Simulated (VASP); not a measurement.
A run of VASP 6.6.1 is set up as follows.

INCAR

```
PREC     = Accurate       # precision mode
ENCUT    = 600            # plane-wave cutoff, eV
EDIFF    = 1E-6           # SCF threshold, eV
ISMEAR   = 1              # smearing method
SIGMA    = 0.2            # smearing width, eV
LREAL    = False          # projectors in reciprocal space
LASPH    = True           # aspherical terms in the spheres
NELM     = 150            # most SCF steps
ALGO     = Normal         # electronic algorithm
ISIF     = 3              # what is computed and relaxed
LWAVE    = False          # write WAVECAR
LCHARG   = False          # write CHGCAR
LNONCOLLINEAR= True           # non-collinear magnetism
MAGMOM   = 0 0 0 0 0 0    # initial moments
LORBIT   = 11             # projections on sites
LSORBIT  = True           # spin-orbit coupling
GGA_COMPAT= False        
LORBMOM  = True         
LMAXMIX  = 6              # l up to which the mixer works
GGA      = RE             # functional
IVDW     = 12             # dispersion correction
IBRION   = 2              # ionic algorithm
NSW      = 80             # ionic steps
EDIFFG   = -0.02          # ionic threshold
```

KPOINTS

```
regular mesh
0
Gamma
  7 7 3
```

Contents of POSCAR:

```
NaLa
1.0
    3.6062507700      0.0000000000      0.0000000000
   -1.8031253850      3.1231047792      0.0000000000
    0.0000000000      0.0000000000      6.4837820000
La Na
1 1
Direct
    0.0000000000      0.0000000000      0.5000000000
    0.6666666667      0.3333333333      0.0000000000
```

Potentials or basis: VASP PAW PBE potentials, release 64 (La, Na_pv).

Run with:

```bash
$ cat potpaw_PBE.64/La/POTCAR potpaw_PBE.64/Na_pv/POTCAR > POTCAR
$ mpirun -np 1 vasp_ncl > vasp.out
```

Problem. Predict the relaxed cell.

Solution. a = 3.484 Å, b = 3.484 Å, c = 6.295 Å, α = 90.00°, β = 90.00°, γ = 120.00°.

Problem. What does it give for the space group after relaxing (to 0.1 Å)?

Solution. P-6m2 (No. 187).

Problem. What does it give for the dispersion energy per atom?

Solution. -0.518 eV.

Final structure:
```
La Na
1.0
     3.48376    0.00000    0.00000
    -1.74188    3.01702    0.00000
     0.00000    0.00000    6.29518
La Na
1 1
Cartesian
  0.0000 0.0000 3.1476
  1.7419 1.0057 0.0000
```
